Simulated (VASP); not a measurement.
# MgO (rock salt type) (Fm-3m) in VASP: further runs

The runs below take MgO (rock salt type) through single point, with r2SCAN.

Program: VASP 6.6.1. These are calculated values, not measurements. Logs are shortened: lines on timing, memory, paths and dates and some standing lists are left out, and cuts for length are marked.

## (1) The cell of the first run

It takes space group Fm-3m (No. 225, cubic). The conventional cell has a = 4.138 Å, b = 4.138 Å, c = 4.138 Å, α = 90.00°, β = 90.00°, γ = 90.00°. Mg (site symmetry m-3m) has 6 O at 2.07 Å within 2.7 Å. O (site symmetry m-3m) has 6 Mg at 2.07 Å within 2.7 Å.

## (2) Single point, r2SCAN

File POSCAR:

```
MgO
1.0
    0.0000000000      2.0688416418      2.0688416418
    2.0688416418      0.0000000000      2.0688416418
    2.0688416418      2.0688416418      0.0000000000
Mg O
1 1
Direct
    0.0000000000      0.0000000000      0.0000000000
    0.5000000000      0.5000000000      0.5000000000
```

File INCAR.step1:

```
PREC = Accurate ; ENCUT = 520
ISMEAR = -1 ; SIGMA = 0.1
LREAL = False ; LASPH = True
NELM = 80 ; NBANDS = 11
GGA = PE ; ALGO = Normal
EDIFF = 1E-4 ; LWAVE = True
LCHARG = False
```

File INCAR.step2:

```
PREC = Accurate ; ENCUT = 520
EDIFF = 1E-6 ; ISMEAR = -1
SIGMA = 0.1 ; LREAL = False
LASPH = True ; NELM = 80
ALGO = Normal ; ISIF = 2
LWAVE = False ; LCHARG = False
METAGGA = R2SCAN ; LMIXTAU = True
NBANDS = 11 ; ISTART = 1
```

File KPOINTS:

```
Automatic mesh
0
Gamma
  14 14 14
```

Potentials or basis: VASP PAW PBE potentials, release 64 (Mg, O).

Command:

```sh
> cat potpaw_PBE.64/Mg/POTCAR potpaw_PBE.64/O/POTCAR > POTCAR
> cp INCAR.step1 INCAR
> mpirun -np 1 vasp_std > vasp.out
> cp INCAR.step2 INCAR
> mpirun -np 1 vasp_std > vasp.out
```

OUTCAR:

```text
PREC = Accurate
   ENCUT = 520
   EDIFF = 1E-6
   ISMEAR = -1
   LREAL = False
   LASPH = True
   NELM = 80
   ISIF = 2
   METAGGA = R2SCAN
   ISTART = 1

 ion  position               nearest neighbor table
   1  0.000  0.000  0.000-   2 2.07   2 2.07   2 2.07   2 2.07   2 2.07   2 2.07
   2  0.500  0.500  0.500-   1 2.07   1 2.07   1 2.07   1 2.07   1 2.07   1 2.07

  LATTYP: Found a face centered cubic cell.
 ALAT       =     4.1376832836

  Lattice vectors:

 A1 = (   0.0000000000,   2.0688416418,   2.0688416418)
 A2 = (   2.0688416418,   0.0000000000,   2.0688416418)
 A3 = (   2.0688416418,   2.0688416418,   0.0000000000)

Analysis of symmetry for initial positions (statically):
=====================================================================
 Subroutine PRICEL returns:
 Original cell was already a primitive cell.

 Routine SETGRP: Setting up the symmetry group for a
 face centered cubic supercell.

 Subroutine GETGRP returns: Found 48 space group operations
 (whereof 48 operations were pure point group operations)
 out of a pool of 48 trial point group operations.

The static configuration has the point symmetry O_h .

Analysis of symmetry for dynamics (positions and initial velocities):
=====================================================================
 Subroutine PRICEL returns:
 Original cell was already a primitive cell.

 Routine SETGRP: Setting up the symmetry group for a
 face centered cubic supercell.

 Subroutine GETGRP returns: Found 48 space group operations
 (whereof 48 operations were pure point group operations)
 out of a pool of 48 trial point group operations.

The dynamic configuration has the point symmetry O_h .

 Subroutine INISYM returns: Found 48 space group operations
 (whereof 48 operations are pure point group operations),
 and found     1 'primitive' translations

----------------------------------------------------------------------------------------

                                     Primitive cell

  volume of cell :      17.7097

  direct lattice vectors                    reciprocal lattice vectors
     0.000000000  2.068841642  2.068841642    -0.241681137  0.241681137  0.241681137
     2.068841642  0.000000000  2.068841642     0.241681137 -0.241681137  0.241681137
     2.068841642  2.068841642  0.000000000     0.241681137  0.241681137 -0.241681137

  length of vectors
     2.925783908  2.925783908  2.925783908     0.418604008  0.418604008  0.418604008

  position of ions in fractional coordinates (direct lattice)
[... 81 lines left out ...]
   EDIFFG = 0.1E-04   stopping-criterion for IOM
   NSW    =      0    number of steps for IOM
   IBRION =     -1    ionic relax: 0-MD 1-quasi-New 2-CG
   NFREE  =      0    steps in history (QN), initial steepest desc. (CG)
   ISIF   =      2    stress and relaxation
   ISYM   =      2    0-nonsym 1-usesym 2-fastsym
   POTIM  = 0.5000    time-step for ionic-motion
   TEBEG  =    0.0;   TEEND  =   0.0 temperature during run
   PSTRESS=    0.0 pullay stress
   NELECT =       8.0000    total number of electrons
   NUPDOWN=      -1.0000    fix difference up-down
   EMIN   =  10.00;   EMAX   =-10.00  energy-range for DOS
   EFERMI =   0.00;   METHOD = LEGACY
   ISMEAR =    -1;   SIGMA  =   0.10  broadening in eV -4-tet -1-fermi 0-gaus
   EFERMI_NEDOS =   21; number of points for ismear=-14 and -15
   IALGO  =     38    algorithm
   IMIX   =      4    mixing-type and parameters
     AMIX     =   0.40;   BMIX     =  1.00
     AMIX_MAG =   1.60;   BMIX_MAG =  1.00
  volume/ion in A,a.u.               =       8.85        59.76
  Fermi-wavevector in a.u.,A,eV,Ry     =   1.256129  2.373740 21.468090  1.577860
  Thomas-Fermi vector in A             =   2.389852
   LORBIT       =      0    0 simple, 1 ext, 2 COOP (PROOUT), +10 PAW based schemes
   METAGGA = R2SCAN    functional components
   LHFCALC =     F    Hartree Fock is set to
   AEXX    =    0.0000 exact exchange contribution
   IVDW    =     0    specifies the selected vdW correction
   LEPSILON=     F    determine dielectric tensor
   LRPA    =     F    only Hartree local field effects (RPA)
 non-spin polarized calculation
  energy-cutoff  :      520.00
  volume of cell :       17.71
 maximum number of plane-waves:       531
 NGX is ok and might be reduce to    24
   NGX = 11   NGY = 11   NGZ = 11

 number of electron       7.9999998 magnetization

 Free energy of the ion-electron system (eV)
  ---------------------------------------------------
  ext. energy  EPLUGINS =         0.00000000
  ---------------------------------------------------
  free energy    TOTEN  =       -16.14301506 eV

  energy without entropy =      -16.14301506  energy(sigma->0) =      -16.14301506

 E-fermi :   5.3245     XC(G=0): -11.8727

 val. band max:        3.1801389042   @ k =   0.0000   0.0000   0.0000
 cond. band min:       9.3435339213   @ k =   0.0000   0.0000   0.0000
 fundamental gap:      6.1633950171
 Fermi energy:         5.3244863648

 k-point     1 :       0.0000    0.0000    0.0000
  band No.  band energies     occupation
      1     -15.3027      2.00000
      2       3.1801      2.00000
      3       3.1801      2.00000
      4       3.1801      2.00000
      5       9.3435      0.00000
      6      20.3279      0.00000
      7      20.3279      0.00000
      8      20.3279      0.00000
      9      24.6297      0.00000
     10      26.4563      0.00000
     11      26.4563      0.00000
[... 309 lines left out ...]
 k-point    24 :       0.2857    0.1429    0.0000
  band No.  band energies     occupation
      1     -14.5636      2.00000
      2       0.4486      2.00000
      3       2.4890      2.00000
      4       2.5430      2.00000
      5      12.3654      0.00000
      6      16.3269      0.00000
      7      20.9126      0.00000
      8      21.8717      0.00000
      9      23.0591      0.00000
     10      27.3515      0.00000
     11      29.9805      0.00000

 [... further k-points ...]
[... 5 lines left out ...]
  --------------------------------------------------------------------------------------
  -------------------------------------------------------------------------------------
  Total        0.8491633      0.8491633      0.8491633      0.0000000      0.0000000      0.0000000
  in kB       76.8227851     76.8227851     76.8227851      0.0000000      0.0000000      0.0000000
  external PRESSURE =      76.8227851 kB  Pullay stress =       0.0000000 kB

 VOLUME and BASIS-vectors are now :
 -----------------------------------------------------------------------------
  energy-cutoff  :      520.00
  volume of cell :       17.71
      direct lattice vectors                 reciprocal lattice vectors
     0.000000000  2.068841642  2.068841642    -0.241681137  0.241681137  0.241681137
     2.068841642  0.000000000  2.068841642     0.241681137 -0.241681137  0.241681137
     2.068841642  2.068841642  0.000000000     0.241681137  0.241681137 -0.241681137

 POSITION                                       TOTAL-FORCE (eV/Angst)
 -----------------------------------------------------------------------------------
      0.00000      0.00000      0.00000         0.000000      0.000000      0.000000
      2.06884      2.06884      2.06884         0.000000      0.000000      0.000000
 -----------------------------------------------------------------------------------
    total drift:                               -0.000000     -0.000000      0.000000

  FREE ENERGIE OF THE ION-ELECTRON SYSTEM (eV)
  ---------------------------------------------------
  free  energy   TOTEN  =       -16.1430150564 eV

  energy  without entropy=      -16.1430150563  energy(sigma->0) =      -16.14301506
```

OSZICAR.step1:

```text
N       E                     dE             d eps       ncg     rms          rms(c)
DAV:   1     0.134225295371E+02    0.13423E+02   -0.47752E+03  2624   0.654E+02
DAV:   2    -0.128885186415E+02   -0.26311E+02   -0.25858E+02  2663   0.137E+02
DAV:   3    -0.134253559365E+02   -0.53684E+00   -0.53643E+00  2728   0.167E+01
DAV:   4    -0.134266288017E+02   -0.12729E-02   -0.12728E-02  2531   0.931E-01
DAV:   5    -0.134266326543E+02   -0.38526E-05   -0.38526E-05  2618   0.501E-02    0.728E+00
DAV:   6    -0.118661329137E+02    0.15605E+01   -0.84116E+00  2363   0.163E+01    0.214E+00
DAV:   7    -0.118561601166E+02    0.99728E-02   -0.46999E-02  2537   0.201E+00    0.133E+00
DAV:   8    -0.118513913791E+02    0.47687E-02   -0.23557E-02  2402   0.175E+00    0.207E-01
DAV:   9    -0.118511189263E+02    0.27245E-03   -0.43515E-04  2621   0.145E-01    0.117E-01
DAV:  10    -0.118511369600E+02   -0.18034E-04   -0.39376E-04  2402   0.147E-01
   1 F= -.11851137E+02 E0= -.11851137E+02  d E =-.155428E-09
```

Wall time 33 s (1 thread of Intel Xeon Platinum 8559C (Emerald Rapids), shared host); peak memory 0.16 GiB.

Results:

```yaml
Free_energy: -16.1430 eV
Pressure: 7.7 GPa
Band_gap_on_the_k_mesh: 6.16 eV
```

Caveat: the cell stands under pressure; the PAW data sets were made with another functional, which shifts forces and pressure a little. A k mesh can miss the band edges.

## (3) Single point, r2SCAN

POSCAR is that of step 2.

File INCAR.step1:

```
SYSTEM = MgO
PREC = Accurate
ENCUT = 520
ISMEAR = -1
SIGMA = 0.1
LREAL = .False.
LASPH = .True.
NELM = 60
NBANDS = 11
GGA = PE
ALGO = Normal
EDIFF = 1E-4
LWAVE = .True.
LCHARG = .False.
```

File INCAR.step2:

```
SYSTEM = MgO
PREC = Accurate
ENCUT = 520
EDIFF = 1E-6
ISMEAR = -1
SIGMA = 0.1
LREAL = .False.
LASPH = .True.
NELM = 60
ALGO = Normal
ISIF = 2
LWAVE = .False.
LCHARG = .True.
METAGGA = R2SCAN
LMIXTAU = .True.
LELF = .True.
LVHAR = .True.
NBANDS = 11
ISTART = 1
```

File KPOINTS:

```
regular mesh
0
Gamma
  14 14 14
  0 0 0
```

Potentials or basis: VASP PAW PBE potentials, release 64 (Mg, O).

Command:

```sh
> cat potpaw_PBE.64/Mg/POTCAR potpaw_PBE.64/O/POTCAR > POTCAR
> cp INCAR.step1 INCAR
> mpirun -np 1 vasp_std > vasp.out
> cp INCAR.step2 INCAR
> mpirun -np 1 vasp_std > vasp.out
```

Wall time 33 s (1 thread of Intel Xeon Platinum 8559C (Emerald Rapids), shared host); peak memory 0.16 GiB.

Results (log left out):

| Item | Value |
| --- | --- |
| Free energy | -16.1430 eV |
| Pressure | 7.7 GPa |
| Band gap on the k mesh | 6.16 eV |

Levels at points of the mesh, in eV from the valence-band top:
```
           k point  band 2  band 3  band 4  band 5  band 6  band 7
(0.00, 0.00, 0.00)    0.00    0.00    0.00    6.16   17.15   17.15
(0.50, 0.00, 0.00)   -4.85   -0.74   -0.74    9.16   14.45   18.00
(0.50, 0.50, 0.00)   -4.33   -1.45   -1.45   10.10   11.68   14.90
```

Caveat: the cell stands under pressure; the PAW data sets were made with another functional, which shifts forces and pressure a little. A k mesh can miss the band edges.
